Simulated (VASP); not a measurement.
## Co: relaxation of cell and atoms with PBE

The system is Co.

```xyz
2
Lattice="2.5074 0.0000 0.0000 -1.2537 2.1715 0.0000 0.0000 0.0000 4.0699" Properties=species:S:1:pos:R:3 pbc="T T T"
Co    0.0000    1.4476    1.0175
Co    1.2537    0.7238    3.0524
```

```yaml
Program: VASP 6.6.1
Task: relaxation of cell and atoms
Functional: PBE
Potentials_or_basis: VASP PAW PBE potentials, release 64 (Co)
Cutoff: 600 eV
k_mesh: 18 × 18 × 10
Occupations: gaussian, width 0.1 eV
Spin: collinear spin, ferromagnetic start
Starting_moments: "[1.93, 1.93] μB"
Dipole_correction: no
Further_INCAR_settings: ALGO = Normal; EDIFF = 1e-07; IBRION = 2; EDIFFG = -0.02; NSW = 90; ISIF = 3
```

| Property | Result |
| --- | --- |
| Relaxed volume | 10.80 Å³/atom |
| Relaxed cell | a = 2.489 Å, b = 2.489 Å, c = 4.027 Å, α = 90.00°, β = 90.00°, γ = 120.00° |
| Space group after relaxing (to 0.1 Å) | P6_3/mmc (No. 194) |
| Energy gained by relaxing | 4.4 meV/atom |
| Ionic steps | 5 |
| Pressure after relaxing | 0.1 GPa |
| Net moment | 3.18 μB per cell |
| Site moments | Co +1.61 μB |
| Valence electrons inside the program's atomic spheres | Co 8.28 |

Step by step:
```csv
step,energy change (eV),largest force (eV/Å),pressure (GPa),volume (Å³)
1,0.0000,0.0000,-5.04,22.16
2,0.0014,0.0000,6.04,21.06
3,-0.0088,0.0000,0.01,21.62
4,-0.0088,0.0000,0.12,21.61
5,-0.0089,0.0000,0.10,21.61
```

Final structure:
```
CELL_PARAMETERS angstrom
2.48909 0.00000 0.00000
-1.24455 2.15562 0.00000
0.00000 0.00000 4.02729
ATOMIC_POSITIONS crystal
Co 0.33333 0.66667 0.25000
Co 0.66667 0.33333 0.75000
```

Levels at points of the mesh, in eV from the Fermi level:
Spin up:
| k point | band 7 | band 8 | band 9 | band 10 | band 11 | band 12 | band 13 | band 14 | band 15 |
| --- | --- | --- | --- | --- | --- | --- | --- | --- | --- |
| (0.00, 0.00, 0.00) | -2.27 | -1.93 | -1.93 | -0.82 | -0.82 | -0.07 | 6.39 | 22.03 | 24.63 |
| (0.50, 0.00, 0.00) | -2.18 | -0.69 | -0.60 | -0.54 | 1.32 | 3.35 | 9.73 | 10.38 | 12.78 |
| (0.00, 0.00, 0.50) | -2.65 | -2.65 | -1.13 | -1.13 | -1.13 | -1.13 | 15.07 | 15.07 | 22.75 |
| (0.50, 0.00, 0.50) | -1.05 | -1.05 | -0.59 | -0.59 | 1.62 | 1.62 | 7.30 | 7.30 | 18.41 |
Spin down:
```csv
k point,band 5,band 6,band 7,band 8,band 9,band 10
"(0.00, 0.00, 0.00)",-0.97,-0.60,-0.60,-0.17,-0.17,-0.15
"(0.50, 0.00, 0.00)",-1.12,-1.04,-0.62,1.18,1.31,1.34
"(0.00, 0.00, 0.50)",-1.03,-1.03,-1.03,-1.03,0.71,0.71
"(0.50, 0.00, 0.50)",-0.06,-0.06,0.25,0.25,1.28,1.28
```

Run time: 8.1 min on 1 thread of Intel Xeon 8259CL (shared host), peak memory 0.27 GiB.
